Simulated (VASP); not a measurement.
# HfC (Fm-3m) in VASP: a series of runs, part 2 of 2

VASP 6.6.1.

## (3) Relaxation of cell and atoms, LDA

This run uses another cell than the first one, of 12.58 Å³/atom, 1.053 times its volume.

The input, INCAR:

```
SYSTEM = HfC
PREC = Accurate
ENCUT = 600
EDIFF = 1E-6
ISMEAR = 0
SIGMA = 0.1
LREAL = .False.
LASPH = .True.
NELM = 100
ALGO = Normal
ISIF = 3
LWAVE = .False.
LCHARG = .False.
IBRION = 2
NSW = 70
EDIFFG = -0.005
```

The input, KPOINTS:

```
Automatic mesh
0
Gamma
  16 16 16
  0 0 0
```

The input, POSCAR:

```
HfC
1.0
    0.0000000000      2.3257467149      2.3257467149
    2.3257467149      0.0000000000      2.3257467149
    2.3257467149      2.3257467149      0.0000000000
Hf C
1 1
Direct
    0.5000000000      0.5000000000      0.5000000000
    0.0000000000      0.0000000000      0.0000000000
```

Potentials or basis: VASP PAW LDA potentials, release 64 (Hf_pv, C).

Launch:

```
cat potpaw_LDA.64/Hf_pv/POTCAR potpaw_LDA.64/C/POTCAR > POTCAR
mpirun -np 1 vasp_std > vasp.out
```

OUTCAR:

```text
SYSTEM = HfC
   PREC = Accurate
   ENCUT = 600
   EDIFF = 1E-6
   ISMEAR = 0
   LREAL = .False.
   LASPH = .True.
   NELM = 100
   ISIF = 3
   IBRION = 2
   NSW = 70
   EDIFFG = -0.005

 ion  position               nearest neighbor table
   1  0.500  0.500  0.500-   2 2.33   2 2.33   2 2.33   2 2.33   2 2.33   2 2.33
   2  0.000  0.000  0.000-   1 2.33   1 2.33   1 2.33   1 2.33   1 2.33   1 2.33

  LATTYP: Found a face centered cubic cell.
 ALAT       =     4.6514934298

  Lattice vectors:

 A1 = (   0.0000000000,   2.3257467149,   2.3257467149)
 A2 = (   2.3257467149,   0.0000000000,   2.3257467149)
 A3 = (   2.3257467149,   2.3257467149,   0.0000000000)

Analysis of symmetry for initial positions (statically):
=====================================================================
 Subroutine PRICEL returns:
 Original cell was already a primitive cell.

 Routine SETGRP: Setting up the symmetry group for a
 face centered cubic supercell.

 Subroutine GETGRP returns: Found 48 space group operations
 (whereof 48 operations were pure point group operations)
 out of a pool of 48 trial point group operations.

The static configuration has the point symmetry O_h .

Analysis of symmetry for dynamics (positions and initial velocities):
=====================================================================
 Subroutine PRICEL returns:
 Original cell was already a primitive cell.

 Routine SETGRP: Setting up the symmetry group for a
 face centered cubic supercell.

 Subroutine GETGRP returns: Found 48 space group operations
 (whereof 48 operations were pure point group operations)
 out of a pool of 48 trial point group operations.

The dynamic configuration has the point symmetry O_h .

 Subroutine INISYM returns: Found 48 space group operations
 (whereof 48 operations are pure point group operations),
 and found     1 'primitive' translations

----------------------------------------------------------------------------------------

                                     Primitive cell

  volume of cell :      25.1604

  direct lattice vectors                    reciprocal lattice vectors
     0.000000000  2.325746715  2.325746715    -0.214984717  0.214984717  0.214984717
     2.325746715  0.000000000  2.325746715     0.214984717 -0.214984717  0.214984717
     2.325746715  2.325746715  0.000000000     0.214984717  0.214984717 -0.214984717

  length of vectors
     3.289102547  3.289102547  3.289102547     0.372364453  0.372364453  0.372364453

  position of ions in fractional coordinates (direct lattice)
     0.500000000  0.500000000  0.500000000
     0.000000000  0.000000000  0.000000000

  ion indices of the primitive-cell ions
   primitive index   ion index
                 1           1
                 2           2

----------------------------------------------------------------------------------------

 KPOINTS: Automatic mesh

Automatic generation of k-mesh.
 Grid dimensions read from file:
 generate k-points for:   16   16   16

 Generating k-lattice:

  Cartesian coordinates                     Fractional coordinates (reciprocal lattice)
    -0.013436545  0.013436545  0.013436545     0.062500000  0.000000000  0.000000000
[... 51 lines left out ...]
   ISTART =      0    job   : 0-new  1-cont  2-samecut
   ICHARG =      2    charge: 1-file 2-atom 10-const
   ISPIN  =      1    spin polarized calculation?
   LNONCOLLINEAR =      F non collinear calculations
   LSORBIT =      F    spin-orbit coupling
   LASPH  =      T    aspherical Exc in radial PAW
   ENCUT  =  600.0 eV  44.10 Ry    6.64 a.u.   6.57  6.57  6.57*2*pi/ulx,y,z
   NELM   =    100;   NELMIN=  2; NELMDL= -5     # of ELM steps
   EDIFF  = 0.1E-05   stopping-criterion for ELM
   LREAL  =      F    real-space projection
   EDIFFG = -.5E-02   stopping-criterion for IOM
   NSW    =     70    number of steps for IOM
   IBRION =      2    ionic relax: 0-MD 1-quasi-New 2-CG
   NFREE  =      1    steps in history (QN), initial steepest desc. (CG)
   ISIF   =      3    stress and relaxation
   ISYM   =      2    0-nonsym 1-usesym 2-fastsym
   POTIM  = 0.5000    time-step for ionic-motion
   TEBEG  =    0.0;   TEEND  =   0.0 temperature during run
   PSTRESS=    0.0 pullay stress
   NELECT =      14.0000    total number of electrons
   NUPDOWN=      -1.0000    fix difference up-down
   EMIN   =  10.00;   EMAX   =-10.00  energy-range for DOS
   EFERMI =   0.00;   METHOD = LEGACY
   ISMEAR =     0;   SIGMA  =   0.10  broadening in eV -4-tet -1-fermi 0-gaus
   EFERMI_NEDOS =   21; number of points for ismear=-14 and -15
   IALGO  =     38    algorithm
   IMIX   =      4    mixing-type and parameters
     AMIX     =   0.40;   BMIX     =  1.00
     AMIX_MAG =   1.60;   BMIX_MAG =  1.00
  volume/ion in A,a.u.               =      12.58        84.90
  Fermi-wavevector in a.u.,A,eV,Ry     =   1.346517  2.544548 24.668823  1.813107
  Thomas-Fermi vector in A             =   2.474342
   LORBIT       =      0    0 simple, 1 ext, 2 COOP (PROOUT), +10 PAW based schemes
   GGA     = CA    functional components
   LHFCALC =     F    Hartree Fock is set to
   AEXX    =    0.0000 exact exchange contribution
   IVDW    =     0    specifies the selected vdW correction
   LEPSILON=     F    determine dielectric tensor
   LRPA    =     F    only Hartree local field effects (RPA)
 conjugate gradient relaxation of ions
 non-spin polarized calculation
 Gauss-broadening in eV      SIGMA  =   0.10
  energy-cutoff  :      600.00
  volume of cell :       25.16
 maximum number of plane-waves:       872
   NGX = 13   NGY = 13   NGZ = 13

--------------------------------------- Ionic step        1  -------------------------------------------

 number of electron      14.0000000 magnetization

 Free energy of the ion-electron system (eV)
  ---------------------------------------------------
  ext. energy  EPLUGINS =         0.00000000
  ---------------------------------------------------
  free energy    TOTEN  =       -22.85051423 eV

  energy without entropy =      -22.84823867  energy(sigma->0) =      -22.84937645

------------------------ aborting loop because EDIFF is reached ----------------------------------------

  FORCE on cell =-STRESS in cart. coord.  units (eV):
  Direction    XX          YY          ZZ          XY          YZ          ZX
  --------------------------------------------------------------------------------------
  -------------------------------------------------------------------------------------
  Total       -1.8672639     -1.8672639     -1.8672639     -0.0000000     -0.0000000      0.0000000
  in kB     -118.9047069   -118.9047069   -118.9047069     -0.0000000     -0.0000000      0.0000000
  external PRESSURE =    -118.9047069 kB  Pullay stress =       0.0000000 kB
[... 95 lines left out ...]
--------------------------------------- Ionic step        4  -------------------------------------------

 number of electron      13.9999999 magnetization

 Free energy of the ion-electron system (eV)
  ---------------------------------------------------
  ext. energy  EPLUGINS =         0.00000000
  ---------------------------------------------------
  free energy    TOTEN  =       -22.89729046 eV

  energy without entropy =      -22.89508157  energy(sigma->0) =      -22.89618602

 E-fermi :   6.2182     XC(G=0): -12.7255

 val. band max:        6.2164156973   @ k =   0.3125   0.2500   0.0000
 cond. band min:       6.2189481183   @ k =   0.0625   0.0625   0.0000
 fundamental gap:      0.0025324210
 Fermi energy:         6.2181684362

 k-point     1 :       0.0000    0.0000    0.0000
  band No.  band energies     occupation
      1     -22.9309      2.00000
      2     -22.9309      2.00000
      3     -22.9309      2.00000
      4      -6.1498      2.00000
      5       7.2868      0.00000
      6       7.2868      0.00000
      7       7.2868      0.00000
      8       7.5507      0.00000
      9       7.5507      0.00000
     10       7.5507      0.00000
     11       9.7111      0.00000
[... 309 lines left out ...]
 k-point    24 :      -0.0625    0.0625    0.0000
  band No.  band energies     occupation
      1     -23.0124      2.00000
      2     -22.9531      2.00000
      3     -22.9331      2.00000
      4      -5.8664      2.00000
      5       5.8357      2.00000
      6       6.1234      1.81967
      7       6.2231      0.94446
      8       7.7201      0.00000
      9       8.4400      0.00000
     10       8.4586      0.00000
     11      10.3607      0.00000

 [... further k-points ...]

------------------------ aborting loop because EDIFF is reached ----------------------------------------

  FORCE on cell =-STRESS in cart. coord.  units (eV):
  Direction    XX          YY          ZZ          XY          YZ          ZX
  --------------------------------------------------------------------------------------
  -------------------------------------------------------------------------------------
  Total        0.0082414      0.0082414      0.0082414      0.0000000      0.0000000     -0.0000000
  in kB        0.5514381      0.5514381      0.5514381      0.0000000      0.0000000     -0.0000000
  external PRESSURE =       0.5514381 kB  Pullay stress =       0.0000000 kB
[... 17 lines left out ...]
  FREE ENERGIE OF THE ION-ELECTRON SYSTEM (eV)
  ---------------------------------------------------
  free  energy   TOTEN  =       -22.8972904650 eV

  energy  without entropy=      -22.8950815739  energy(sigma->0) =      -22.89618602

 reached required accuracy - stopping structural energy minimisation
```

OSZICAR:

```text
N       E                     dE             d eps       ncg     rms          rms(c)
DAV:   1     0.219176535293E+02    0.21918E+02   -0.88168E+03  3198   0.139E+03
DAV:   2    -0.241144826539E+02   -0.46032E+02   -0.43322E+02  4030   0.223E+02
DAV:   3    -0.260144470693E+02   -0.19000E+01   -0.18779E+01  4159   0.332E+01
DAV:   4    -0.260340865134E+02   -0.19639E-01   -0.19606E-01  3815   0.351E+00
[... 31 lines left out ...]
DAV:   1    -0.228974428119E+02   -0.16091E-03   -0.29893E-03  3199   0.537E-01    0.212E-01
DAV:   2    -0.228973286995E+02    0.11411E-03   -0.22365E-04  3299   0.134E-01    0.125E-01
DAV:   3    -0.228972937500E+02    0.34950E-04   -0.63068E-05  3400   0.711E-02    0.733E-02
DAV:   4    -0.228972905827E+02    0.31672E-05   -0.71795E-06  3743   0.260E-02    0.359E-02
DAV:   5    -0.228972904650E+02    0.11776E-06   -0.58578E-07  1682   0.691E-03
   4 F= -.22897290E+02 E0= -.22896186E+02  d E =-.467762E-01
```

CONTCAR:

```text
HfC
   1.00000000000000
     0.0000000000000000    2.2876806203531226    2.2876806203531226
     2.2876806203531226   -0.0000000000000000    2.2876806203531226
     2.2876806203531226    2.2876806203531226    0.0000000000000000
  Hf              C
     1     1
Direct
     0.5000000000000000    0.5000000000000000    0.5000000000000000
     1.0000000000000000    0.0000000000000000    0.0000000000000000

  0.00000000E+00  0.00000000E+00  0.00000000E+00
  0.00000000E+00  0.00000000E+00  0.00000000E+00
```

It took 4.9 min on 1 thread of AMD EPYC 7R13, shared host; peak memory 0.17 GiB.

Results:

* Free energy: -22.8973 eV
* Relaxed volume: 11.97 Å³/atom
* Relaxed cell: a = 3.235 Å, b = 3.235 Å, c = 3.235 Å, α = 60.00°, β = 60.00°, γ = 60.00°
* Space group after relaxing (to 0.05 Å): Fm-3m (No. 225)
* Energy gained by relaxing: 23.4 meV/atom
* Ionic steps: 4
* Pressure after relaxing: 0.1 GPa
* Band gap on the k mesh: zero (band 7 reaches 7.29 eV, above the bottom of band 8 at 5.82 eV)

Step by step:
```tsv
step	energy change (eV)	largest force (eV/Å)	pressure (GPa)	volume (Å³)
1	0.0000	0.0000	-11.89	25.16
2	0.1206	0.0000	28.33	21.91
3	-0.0468	0.0000	-0.47	23.98
4	-0.0468	0.0000	0.06	23.95
```

Final structure:
```xyz
2
Lattice="0.0000 2.2877 2.2877 2.2877 0.0000 2.2877 2.2877 2.2877 0.0000" Properties=species:S:1:pos:R:3 pbc="T T T"
Hf    2.2877    2.2877    2.2877
C     0.0000    2.2877    2.2877
```

Levels at points of the mesh, in eV from the Fermi level:
```csv
k point,band 5,band 6,band 7,band 8,band 9,band 10
"(0.00, 0.00, 0.00)",1.07,1.07,1.07,1.33,1.33,1.33
"(0.50, 0.00, 0.00)",-6.33,-3.14,-3.14,5.51,5.51,6.03
"(0.50, 0.50, 0.00)",-2.42,-1.98,0.02,0.02,5.55,7.04
```

Caveat: spin-orbit coupling is left out, which moves the levels of the heavy elements.
